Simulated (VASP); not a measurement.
# Si (a cell with a defect) in VASP: further runs

The runs below take Si (a cell with a defect) through single point, with r2SCAN.

All numbers are computed with VASP 6.6.1; they aren't measurements. Logs are shortened: lines on timing, memory, paths and dates and some standing lists are left out, and cuts for length are marked.

### 1 The cell of the first run

The cell holds a defect, 17 atoms: a = 7.679 Å, b = 7.679 Å, c = 7.679 Å, α = 60.00°, β = 60.00°, γ = 60.00°.

### 2 Single point, r2SCAN

File POSCAR:

```
Si
1.0
    0.0000000000      5.4300000000      5.4300000000
    5.4300000000      0.0000000000      5.4300000000
    5.4300000000      5.4300000000      0.0000000000
Si
17
Direct
    0.0022830857     -0.0056581034      0.0022164224
    0.1286446422      0.1213789115      0.1285922205
   -0.0010004189     -0.0001267986      0.5012237240
    0.1281473618      0.1220747539      0.6223394108
    0.0022934692      0.5011511898      0.0022291750
    0.1248450972      0.6251701807      0.1248313992
    0.0022704769      0.5018432176      0.4940226688
    0.1281421005      0.6274133071      0.6223518023
    0.5012984391     -0.0001424394     -0.0010421864
    0.6224024291      0.1221043518      0.1280744532
    0.5008618830     -0.0000160667      0.5007692606
    0.6253929819      0.1246238375      0.6253382328
    0.4940367166      0.5018605647      0.0022238058
    0.6224129799      0.6273953944      0.1280709466
    0.5008573785      0.4983668667      0.5007663162
    0.6224849316      0.6275209836      0.6224535089
    0.8750442459      0.3749844487      0.8749945394
```

File INCAR.step1:

```
PREC = Accurate
ENCUT = 520
ISMEAR = -1
SIGMA = 0.02
LREAL = Auto
LASPH = True
NELM = 100
NBANDS = 48
GGA = PE
ALGO = Normal
EDIFF = 1E-4
LWAVE = True
LCHARG = False
```

File INCAR.step2:

```
PREC = Accurate
ENCUT = 520
EDIFF = 1E-6
ISMEAR = -1
SIGMA = 0.02
LREAL = Auto
LASPH = True
NELM = 100
ALGO = Normal
ISIF = 2
LWAVE = False
LCHARG = True
METAGGA = R2SCAN
LMIXTAU = True
LELF = True
LVHAR = True
NBANDS = 48
ISTART = 1
```

File KPOINTS:

```
regular mesh
0
Gamma
  2 2 2
```

Potentials or basis: VASP PAW PBE potentials, release 64 (Si).

Run with:

```console
$ cat potpaw_PBE.64/Si/POTCAR > POTCAR
$ cp INCAR.step1 INCAR
$ mpirun -np 1 vasp_std > vasp.out
$ cp INCAR.step2 INCAR
$ mpirun -np 1 vasp_std > vasp.out
```

OUTCAR:

```text
PREC = Accurate
   ENCUT = 520
   EDIFF = 1E-6
   ISMEAR = -1
   LREAL = Auto
   LASPH = True
   NELM = 100
   ISIF = 2
   METAGGA = R2SCAN
   ISTART = 1

 ion  position               nearest neighbor table
   1  0.002  0.994  0.002-   6 2.31   2 2.38   4 2.38  10 2.38  17 2.39
   2  0.129  0.121  0.129-   3 2.34   9 2.34   5 2.38   1 2.38  17 2.75
   3  0.999  1.000  0.501-   8 2.34   4 2.34   2 2.34  12 2.34
   4  0.128  0.122  0.622-   3 2.34  11 2.34   7 2.38   1 2.38  17 2.75
   5  0.002  0.501  0.002-   6 2.31   2 2.38   8 2.38  14 2.38  17 2.39
   6  0.125  0.625  0.125-   1 2.31   5 2.31   7 2.31  13 2.31
   7  0.002  0.502  0.494-   6 2.31   4 2.38   8 2.38  16 2.38  17 2.39
   8  0.128  0.627  0.622-   3 2.34  15 2.34   7 2.38   5 2.38  17 2.75
   9  0.501  1.000  0.999-  14 2.34  10 2.34   2 2.34  12 2.34
  10  0.622  0.122  0.128-   9 2.34  11 2.34  13 2.38   1 2.38  17 2.74
  11  0.501  1.000  0.501-  16 2.34  10 2.34   4 2.34  12 2.34
  12  0.625  0.125  0.625-   3 2.34   9 2.34  11 2.34  15 2.34
  13  0.494  0.502  0.002-   6 2.31  10 2.38  14 2.38  16 2.38  17 2.39
  14  0.622  0.627  0.128-   9 2.34  15 2.34  13 2.38   5 2.38  17 2.74
  15  0.501  0.498  0.501-  16 2.34  14 2.34   8 2.34  12 2.34
  16  0.622  0.628  0.622-  11 2.34  15 2.34  13 2.38   7 2.38  17 2.74
  17  0.875  0.375  0.875-   1 2.39   5 2.39   7 2.39  13 2.39  16 2.74  14 2.74  10 2.74   8 2.75
                             4 2.75   2 2.75

  LATTYP: Found a face centered cubic cell.
 ALAT       =    10.8600000000

  Lattice vectors:

 A1 = (   0.0000000000,   5.4300000000,   5.4300000000)
 A2 = (   5.4300000000,   0.0000000000,   5.4300000000)
 A3 = (   5.4300000000,   5.4300000000,   0.0000000000)

Analysis of symmetry for initial positions (statically):
=====================================================================
 Subroutine PRICEL returns:
 Original cell was already a primitive cell.

 Routine SETGRP: Setting up the symmetry group for a
 face centered cubic supercell.

 Subroutine GETGRP returns: Found  1 space group operations
 (whereof  1 operations were pure point group operations)
 out of a pool of 48 trial point group operations.

The static configuration has the point symmetry C_1 .

Analysis of symmetry for dynamics (positions and initial velocities):
=====================================================================
 Subroutine PRICEL returns:
 Original cell was already a primitive cell.

 Routine SETGRP: Setting up the symmetry group for a
 face centered cubic supercell.

 Subroutine GETGRP returns: Found  1 space group operations
 (whereof  1 operations were pure point group operations)
 out of a pool of 48 trial point group operations.

The dynamic configuration has the point symmetry C_1 .

 Subroutine INISYM returns: Found  1 space group operations
 (whereof  1 operations are pure point group operations),
 and found     1 'primitive' translations

----------------------------------------------------------------------------------------

                                     Primitive cell

  volume of cell :     320.2060

  direct lattice vectors                    reciprocal lattice vectors
     0.000000000  5.430000000  5.430000000    -0.092081031  0.092081031  0.092081031
     5.430000000  0.000000000  5.430000000     0.092081031 -0.092081031  0.092081031
     5.430000000  5.430000000  0.000000000     0.092081031  0.092081031 -0.092081031

  length of vectors
     7.679179644  7.679179644  7.679179644     0.159489025  0.159489025  0.159489025

  position of ions in fractional coordinates (direct lattice)
     0.002283086  0.994341897  0.002216422
     0.128644642  0.121378912  0.128592221
     0.998999581  0.999873201  0.501223724
     0.128147362  0.122074754  0.622339411
     0.002293469  0.501151190  0.002229175
     0.124845097  0.625170181  0.124831399
[... 9 lines left out ...]
     0.622484932  0.627520984  0.622453509
     0.875044246  0.374984449  0.874994539

  ion indices of the primitive-cell ions
   primitive index   ion index
[... 48 lines left out ...]
  Thomas-Fermi vector in A             =   2.107356
   LORBIT       =      0    0 simple, 1 ext, 2 COOP (PROOUT), +10 PAW based schemes
   METAGGA = R2SCAN    functional components
   LHFCALC =     F    Hartree Fock is set to
   AEXX    =    0.0000 exact exchange contribution
   IVDW    =     0    specifies the selected vdW correction
   LEPSILON=     F    determine dielectric tensor
   LRPA    =     F    only Hartree local field effects (RPA)
 non-spin polarized calculation
  energy-cutoff  :      520.00
  volume of cell :      320.21
 maximum number of plane-waves:      8646
 NGX is ok and might be reduce to    60
   NGX = 29   NGY = 29   NGZ = 29

 number of electron      68.0000001 magnetization

 Free energy of the ion-electron system (eV)
  ---------------------------------------------------
  ext. energy  EPLUGINS =         0.00000000
  ---------------------------------------------------
  free energy    TOTEN  =      -144.51547415 eV

  energy without entropy =     -144.50588979  energy(sigma->0) =     -144.51068197

 E-fermi :   6.9698     XC(G=0): -10.1390

 val. band max:        6.7549273776   @ k =   0.0000   0.0000   0.0000
 cond. band min:       6.9828053785   @ k =   0.5000   0.0000   0.5000
 fundamental gap:      0.2278780008
 Fermi energy:         6.9698388453

 k-point     1 :       0.0000    0.0000    0.0000
  band No.  band energies     occupation
      1      -7.0477      2.00000
      2      -4.3510      2.00000
      3      -4.2061      2.00000
      4      -4.2031      2.00000
      5      -4.2021      2.00000
      6      -3.3038      2.00000
[... 38 lines left out ...]
     45       8.2978      0.00000
     46       9.1872      0.00000

 k-point     2 :       0.5000    0.0000    0.0000
  band No.  band energies     occupation
      1      -6.6402      2.00000
      2      -5.5807      2.00000
      3      -4.1255      2.00000
      4      -3.9962      2.00000
      5      -3.9949      2.00000
      6      -3.4602      2.00000
[... 286 lines left out ...]
 k-point     8 :       0.5000    0.0000    0.5000
  band No.  band energies     occupation
      1      -6.5061      2.00000
      2      -5.3352      2.00000
      3      -4.5620      2.00000
      4      -4.4631      2.00000
      5      -4.4601      2.00000
      6      -4.1717      2.00000
[... 38 lines left out ...]
     45      10.3355      0.00000
     46      10.3542      0.00000
 [bands above 46 left out]

------------------------ aborting loop because EDIFF is reached ----------------------------------------

  FORCE on cell =-STRESS in cart. coord.  units (eV):
  Direction    XX          YY          ZZ          XY          YZ          ZX
  --------------------------------------------------------------------------------------
  -------------------------------------------------------------------------------------
  Total        7.8456547      7.8226549      7.8462856      0.0022370     -0.0036710      0.0561316
  in kB       39.2563834     39.1413024     39.2595403      0.0111928     -0.0183682      0.2808590
  external PRESSURE =      39.2190753 kB  Pullay stress =       0.0000000 kB

 VOLUME and BASIS-vectors are now :
 -----------------------------------------------------------------------------
  energy-cutoff  :      520.00
  volume of cell :      320.21
      direct lattice vectors                 reciprocal lattice vectors
     0.000000000  5.430000000  5.430000000    -0.092081031  0.092081031  0.092081031
     5.430000000  0.000000000  5.430000000     0.092081031 -0.092081031  0.092081031
     5.430000000  5.430000000  0.000000000     0.092081031  0.092081031 -0.092081031

 POSITION                                       TOTAL-FORCE (eV/Angst)
 -----------------------------------------------------------------------------------
      5.41131      0.02443      5.41167        -0.006621      0.003215     -0.007009
      1.35734      1.39680      1.35763        -0.001198     -0.013662      0.000875
      8.15096      8.14621     10.85388        -0.006245     -0.012761      0.006666
      4.04217      4.07514      1.35871        -0.000980      0.014690      0.000864
      2.73336      0.02456      2.73370         0.006546      0.002944      0.006268
      4.07251      1.35574      4.07258        -0.000107      0.003420     -0.000088
[... 9 lines left out ...]
      6.78736      6.76002      6.78753        -0.000774     -0.001252      0.000521
      6.78739      9.50271      6.78766         0.000469     -0.006394     -0.000351
 -----------------------------------------------------------------------------------
    total drift:                                0.001114     -0.006860     -0.001025

  FREE ENERGIE OF THE ION-ELECTRON SYSTEM (eV)
  ---------------------------------------------------
  free  energy   TOTEN  =      -144.5154741453 eV

  energy  without entropy=     -144.5058897921  energy(sigma->0) =     -144.51068197
```

It took 8.9 min on 1 thread of Intel Xeon Platinum 8488C (Sapphire Rapids), shared host; peak memory 0.55 GiB.

What came out:

```
Free energy            : -144.5155 eV
Pressure               : 3.9 GPa
Largest force          : 0.017 eV/Å
Band gap on the k mesh : zero (bands 34 and 35 overlap by 0.24 eV)
```

Forces on the atoms (eV/Å):
```
Si  -0.007  0.003 -0.007
Si  -0.001 -0.014  0.001
Si  -0.006 -0.013  0.007
Si  -0.001  0.015  0.001
Si   0.007  0.003  0.006
Si   0.000  0.003  0.000
Si   0.002  0.002 -0.002
Si  -0.001  0.015  0.001
Si   0.007 -0.014 -0.006
Si   0.000  0.015 -0.001
Si   0.010 -0.009  0.008
Si   0.000 -0.007  0.000
Si  -0.003  0.003  0.003
Si   0.002  0.015  0.000
Si  -0.008 -0.009 -0.010
Si  -0.001 -0.001  0.001
Si   0.000 -0.006  0.000
```

Levels at points of the mesh, in eV from the Fermi level:
```tsv
k point	band 31	band 32	band 33	band 34	band 35	band 36	band 37	band 38
(0.00, 0.00, 0.00)	-0.96	-0.96	-0.96	-0.23	-0.23	-0.21	0.15	0.16
(0.50, 0.00, 0.00)	-1.64	-1.63	-1.63	-0.34	0.60	0.61	0.99	0.99
(0.00, 0.50, 0.00)	-1.64	-1.63	-1.63	-0.35	0.60	0.61	0.99	1.00
(0.00, 0.00, 0.50)	-1.64	-1.63	-1.63	-0.35	0.60	0.61	0.99	0.99
(0.50, 0.50, 0.50)	-1.64	-1.63	-1.63	-0.35	0.60	0.61	0.99	1.00
(0.50, 0.50, 0.00)	-2.26	-2.12	-1.02	0.01	0.78	1.08	1.08	1.24
(0.00, 0.50, 0.50)	-2.26	-2.12	-1.02	0.01	0.78	1.08	1.08	1.24
(0.50, 0.00, 0.50)	-2.26	-2.12	-1.02	0.01	0.78	1.08	1.08	1.24
```

Caveat: the k points lie up to 0.50 Å⁻¹ apart; the PAW data sets were made with another functional, which shifts forces and pressure a little.

### 3 Single point, r2SCAN

File POSCAR:

```
Si
1.0
    0.0000000000      5.4300000000      5.4300000000
    5.4300000000      0.0000000000      5.4300000000
    5.4300000000      5.4300000000      0.0000000000
Si
17
Direct
    0.0000390666     -0.0000255550      0.0000195448
    0.1247509237      0.1244767212      0.1246905979
    0.0031908198      0.0027833106      0.4971093889
    0.1247965533      0.1246141334      0.6261167081
    0.0031966163      0.4968871775      0.0031062366
    0.1247917203      0.6260797884      0.1247414646
    0.0032609521      0.4970401018      0.4971548686
    0.1313163806      0.6228732363      0.6231404625
    0.4971673687      0.0027902433      0.0031072729
    0.6261339190      0.1246218913      0.1247542381
    0.4971651845      0.0030083182      0.4971263599
    0.6232638215      0.1306789646      0.6231964847
    0.4971958784      0.4970421740      0.0031940172
    0.6232230187      0.6228890498      0.1311874679
    0.5004644166      0.4998736350      0.5003455028
    0.6233932889      0.6231890774      0.6233392963
    0.7504745109      0.7498658822      0.7503471082
```

File INCAR.step1:

```
PREC = Accurate
ENCUT = 520
ISMEAR = -1
SIGMA = 0.02
LREAL = Auto
LASPH = T
NELM = 100
NBANDS = 48
GGA = PE
ALGO = Normal
EDIFF = 1E-4
LWAVE = T
LCHARG = F
```

File INCAR.step2:

```
PREC = Accurate
ENCUT = 520
EDIFF = 1E-6
ISMEAR = -1
SIGMA = 0.02
LREAL = Auto
LASPH = T
NELM = 100
ALGO = Normal
ISIF = 2
LWAVE = F
LCHARG = T
METAGGA = R2SCAN
LMIXTAU = T
LELF = T
LVHAR = T
NBANDS = 48
ISTART = 1
```

KPOINTS is that of step 2.

Potentials or basis: VASP PAW PBE potentials, release 64 (Si).

Run with:

```console
$ cat potpaw_PBE.64/Si/POTCAR > POTCAR
$ cp INCAR.step1 INCAR
$ mpirun -np 1 vasp_std > vasp.out
$ cp INCAR.step2 INCAR
$ mpirun -np 1 vasp_std > vasp.out
```

It took 13 min on 1 thread of Intel Xeon Platinum 8488C (Sapphire Rapids), shared host; peak memory 0.54 GiB.

Results (log left out):

```
Free energy            : -144.5154 eV
Pressure               : 3.9 GPa
Largest force          : 0.025 eV/Å
Band gap on the k mesh : zero (bands 34 and 35 overlap by 0.23 eV)
```

Forces in eV/Å, atoms in the order of the input:
```
Si   0.000  0.001  0.001
Si  -0.012 -0.013 -0.013
Si   0.002  0.001 -0.013
Si   0.015  0.011 -0.016
Si   0.001 -0.014  0.000
Si   0.013 -0.015  0.013
Si   0.015  0.001 -0.002
Si   0.005 -0.002 -0.003
Si  -0.013  0.001  0.003
Si  -0.016  0.012  0.015
Si   0.000  0.021  0.001
Si   0.000  0.001  0.001
Si  -0.002  0.001  0.016
Si  -0.003 -0.001  0.004
Si   0.000  0.000  0.000
Si  -0.006 -0.004 -0.005
Si   0.000  0.000  0.000
```

Levels at points of the mesh, in eV from the Fermi level:
```
           k point  band 30  band 31  band 32  band 33  band 34  band 35  band 36  band 37  band 38  band 39
(0.00, 0.00, 0.00)    -1.98    -0.96    -0.96    -0.96    -0.22    -0.22    -0.22     0.16     0.16     0.46
(0.50, 0.00, 0.00)    -1.79    -1.64    -1.63    -1.63    -0.35     0.61     0.61     0.99     0.99     1.46
(0.00, 0.50, 0.00)    -1.79    -1.64    -1.63    -1.63    -0.35     0.61     0.61     0.99     1.00     1.46
(0.00, 0.00, 0.50)    -1.79    -1.64    -1.63    -1.63    -0.35     0.61     0.61     0.99     0.99     1.46
(0.50, 0.50, 0.50)    -1.79    -1.64    -1.63    -1.63    -0.35     0.61     0.61     1.00     1.00     1.46
(0.50, 0.50, 0.00)    -2.26    -2.26    -2.12    -1.02     0.01     0.79     1.08     1.08     1.24     2.03
(0.00, 0.50, 0.50)    -2.26    -2.26    -2.12    -1.02     0.01     0.79     1.08     1.08     1.24     2.03
(0.50, 0.00, 0.50)    -2.26    -2.26    -2.12    -1.02     0.01     0.79     1.08     1.08     1.24     2.03
```

Caveat: the k points lie up to 0.50 Å⁻¹ apart; the PAW data sets were made with another functional, which shifts forces and pressure a little.

### 4 Single point, r2SCAN

File POSCAR:

```
Si
1.0
    0.0000000000      5.4300000000      5.4300000000
    5.4300000000      0.0000000000      5.4300000000
    5.4300000000      5.4300000000      0.0000000000
Si
17
Direct
    0.0022830571     -0.0056580110      0.0022163904
    0.1286446593      0.1213789134      0.1285921731
   -0.0010003683     -0.0001268877      0.5012237569
    0.1281473297      0.1220747698      0.6223394107
    0.0022935543      0.5011511971      0.0022290976
    0.1248450276      0.6251702578      0.1248313996
    0.0022704420      0.5018431860      0.4940227440
    0.1281420810      0.6274133517      0.6223518416
    0.5012984346     -0.0001424494     -0.0010422652
    0.6224023941      0.1221044199      0.1280744015
    0.5008618785     -0.0000160221      0.5007692449
    0.6253929098      0.1246238490      0.6253382136
    0.4940367403      0.5018604972      0.0022238490
    0.6224129834      0.6273953039      0.1280709945
    0.5008574586      0.4983668508      0.5007662983
    0.6224849908      0.6275209024      0.6224534991
    0.8750442910      0.3749844383      0.8749945672
```

File INCAR.step1:

```
SYSTEM = Si
PREC = Accurate ; ENCUT = 520
ISMEAR = -1 ; SIGMA = 0.02
LREAL = Auto ; LASPH = .TRUE.
NELM = 60 ; NBANDS = 48
GGA = PE ; ALGO = Normal
EDIFF = 1E-4 ; LWAVE = .TRUE.
LCHARG = .FALSE.
```

File INCAR.step2:

```
SYSTEM = Si
PREC = Accurate ; ENCUT = 520
EDIFF = 1E-6 ; ISMEAR = -1
SIGMA = 0.02 ; LREAL = Auto
LASPH = .TRUE. ; NELM = 60
ALGO = Normal ; ISIF = 2
LWAVE = .FALSE. ; LCHARG = .FALSE.
METAGGA = R2SCAN ; LMIXTAU = .TRUE.
NBANDS = 48 ; ISTART = 1
```

File KPOINTS:

```
Automatic mesh
0
G
  2 2 2
  0 0 0
```

Run with:

```console
$ cat potpaw_PBE.64/Si/POTCAR > POTCAR
$ cp INCAR.step1 INCAR
$ mpirun -np 1 vasp_std > vasp.out
$ cp INCAR.step2 INCAR
$ mpirun -np 1 vasp_std > vasp.out
```

It took 13 min on 1 thread of Intel Xeon Platinum 8488C (Sapphire Rapids), shared host; peak memory 0.54 GiB.

It converged, with:

| Quantity | Value |
| --- | --- |
| Free energy | -144.5155 eV |
| Pressure | 3.9 GPa |
| Largest force | 0.017 eV/Å |
| Band gap on the k mesh | zero (bands 34 and 35 overlap by 0.24 eV) |

Forces in eV/Å, atoms in the order of the input:
```
Si  -0.007  0.003 -0.007
Si  -0.001 -0.014  0.001
Si  -0.006 -0.013  0.007
Si  -0.001  0.015  0.001
Si   0.007  0.003  0.006
Si   0.000  0.003  0.000
Si   0.002  0.002 -0.002
Si  -0.001  0.015  0.001
Si   0.007 -0.014 -0.006
Si   0.000  0.015 -0.001
Si   0.010 -0.009  0.008
Si   0.000 -0.007  0.000
Si  -0.003  0.003  0.003
Si   0.002  0.015  0.000
Si  -0.008 -0.009 -0.010
Si  -0.001 -0.001  0.001
Si   0.000 -0.006  0.000
```

Levels at points of the mesh, in eV from the Fermi level:
```csv
k point,band 31,band 32,band 33,band 34,band 35,band 36,band 37,band 38
"(0.00, 0.00, 0.00)",-0.96,-0.96,-0.96,-0.23,-0.23,-0.21,0.15,0.16
"(0.50, 0.00, 0.00)",-1.64,-1.63,-1.63,-0.34,0.60,0.61,0.99,0.99
"(0.00, 0.50, 0.00)",-1.64,-1.63,-1.63,-0.35,0.60,0.61,0.99,1.00
"(0.00, 0.00, 0.50)",-1.64,-1.63,-1.63,-0.35,0.60,0.61,0.99,0.99
"(0.50, 0.50, 0.50)",-1.64,-1.63,-1.63,-0.35,0.60,0.61,0.99,1.00
"(0.50, 0.50, 0.00)",-2.26,-2.12,-1.02,0.01,0.78,1.08,1.08,1.24
"(0.00, 0.50, 0.50)",-2.26,-2.12,-1.02,0.01,0.78,1.08,1.08,1.24
"(0.50, 0.00, 0.50)",-2.26,-2.12,-1.02,0.01,0.78,1.08,1.08,1.24
```

Caveat: the k points lie up to 0.50 Å⁻¹ apart; the PAW data sets were made with another functional, which shifts forces and pressure a little.

The gap in the log of VASP goes by the Fermi energy; the results here count the filled bands.